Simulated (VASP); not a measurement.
Write the native input for VASP 6.6.1 that does the following.

- Task: G0W0 quasiparticle levels
- Functional: PBE
- Potentials or basis: VASP PAW PBE potentials, release 64 (Ba_sv_GW, O_GW)
- Cutoff: 500 eV
- k mesh: 4 × 4 × 4
- Occupations: gaussian, width 0.01 eV
- Spin: no spin polarisation
- Dipole correction: no
- GW scheme: G0W0
- GW iterations: 1
- Cutoff of the response function: 80
- Frequency points: 48
- Empty bands: 69
- Further INCAR settings: ALGO = EVGW0; EDIFF = 1e-08; NBANDS = 77

The system is BaO.

```
CELL_PARAMETERS angstrom
0.00000 2.77194 2.77194
2.77194 0.00000 2.77194
2.77194 2.77194 0.00000
ATOMIC_POSITIONS crystal
Ba 0.00000 0.00000 0.00000
O 0.50000 0.50000 0.50000
```

The input as run:

POSCAR

```
BaO
1.0
    0.0000000000      2.7719426821      2.7719426821
    2.7719426821      0.0000000000      2.7719426821
    2.7719426821      2.7719426821      0.0000000000
Ba O
1 1
Direct
    0.0000000000      0.0000000000      0.0000000000
    0.5000000000      0.5000000000      0.5000000000
```

INCAR.step1

```
  PREC = Accurate
  ENCUT = 500
  EDIFF = 1E-8
  ISMEAR = 0
  SIGMA = 0.01
  LREAL = F
  LASPH = T
  NELM = 80
  ALGO = Normal
  LWAVE = T
  LCHARG = F
  GGA = PE
```

INCAR.step2

```
  PREC = Accurate
  ENCUT = 500
  EDIFF = 1E-8
  ISMEAR = 0
  SIGMA = 0.01
  LREAL = F
  LASPH = T
  NELM = 1
  ALGO = Exact
  LWAVE = T
  LCHARG = F
  GGA = PE
  NBANDS = 77
  LOPTICS = T
  ISTART = 1
```

INCAR.step3

```
  PREC = Accurate
  ENCUT = 500
  EDIFF = 1E-8
  ISMEAR = 0
  SIGMA = 0.01
  LREAL = F
  LASPH = T
  ALGO = EVGW0
  LWAVE = F
  LCHARG = F
  GGA = PE
  NELMGW = 1
  NBANDS = 77
  ENCUTGW = 80.0
  NOMEGA = 48
  PRECFOCK = Fast
  ISTART = 1
  NBANDSGW = 16
```

KPOINTS

```
regular mesh
0
Gamma
  4 4 4
```

Potentials or basis: VASP PAW PBE potentials, release 64 (Ba_sv_GW, O_GW).

Launch:

```console
$ cat potpaw_PBE.64/Ba_sv_GW/POTCAR potpaw_PBE.64/O_GW/POTCAR > POTCAR
$ cp INCAR.step1 INCAR
$ mpirun -np 1 vasp_std > vasp.out
$ cp INCAR.step2 INCAR
$ mpirun -np 1 vasp_std > vasp.out
$ cp INCAR.step3 INCAR
$ mpirun -np 1 vasp_std > vasp.out
```

Results of the run:

The quasiparticle gap is 3.02 eV, the least direct quasiparticle gap is 3.02 eV and the band gap of the starting levels on the mesh is 2.05 eV. The least direct gap of the starting levels on the mesh is 2.05 eV.

Caveat: the k points lie up to 0.49 Å⁻¹ apart; bands, screening cutoff and mesh are small and nothing is extrapolated, so the quasiparticle values aren't converged; spin-orbit coupling is left out, which moves the levels of the heavy elements.

It took 2.3 min on 1 thread of Intel(R) Xeon(R) Platinum 8488C (Sapphire Rapids), on a shared host, peak memory 0.4 GiB.
